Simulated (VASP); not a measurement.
Write the native input for VASP 6.6.1 that does the following.

- Task: single point
- Functional: LDA
- Potentials or basis: VASP PAW LDA potentials, release 64 (Hf_pv, N)
- Cutoff: 520 eV
- k mesh: 18 × 18 × 18
- Occupations: gaussian, width 0.15 eV
- Spin: no spin polarisation
- Dipole correction: no
- Further INCAR settings: ALGO = Normal; EDIFF = 1e-06; NBANDS = 14

The structure of HfN lies in POSCAR:

```
HfN
1.0
    0.0000000000      2.4397200000      2.2590000000
    2.4397200000      0.0000000000      2.2590000000
    2.4397200000      2.4397200000      0.0000000000
Hf N
1 1
Direct
    0.0000000000      0.0000000000      0.0000000000
    0.5000000000      0.5000000000      0.5000000000
```

This cell differs from its parent crystal: strain +0.080 along x and y, +0.000 along z.

One way to write it, as run:

INCAR

```
PREC     = Accurate       # precision mode
ENCUT    = 520            # plane-wave cutoff, eV
EDIFF    = 1E-6           # SCF threshold, eV
ISMEAR   = 0              # smearing method
SIGMA    = 0.15           # smearing width, eV
LREAL    = F              # projectors in reciprocal space
LASPH    = T              # aspherical terms in the spheres
NELM     = 60             # most SCF steps
ALGO     = Normal         # electronic algorithm
ISIF     = 2              # what is computed and relaxed
LWAVE    = F              # write WAVECAR
LCHARG   = F              # write CHGCAR
NBANDS   = 14             # bands
```

KPOINTS

```
regular mesh
0
Gamma
  18 18 18
```

Potentials or basis: VASP PAW LDA potentials, release 64 (Hf_pv, N).

Command:

```console
$ cat potpaw_LDA.64/Hf_pv/POTCAR potpaw_LDA.64/N/POTCAR > POTCAR
$ mpirun -np 1 vasp_std > vasp.out
```

Results of the run:

* Pressure: -36.3 GPa

Caveat: the cell differs from its parent crystal (strain +0.080 along x and y, +0.000 along z).

Wall time 3 min on 1 thread of Intel(R) Xeon(R) Platinum 8375C CPU @ 2.90GHz (Ice Lake) (shared host), peak memory 0.3 GiB.
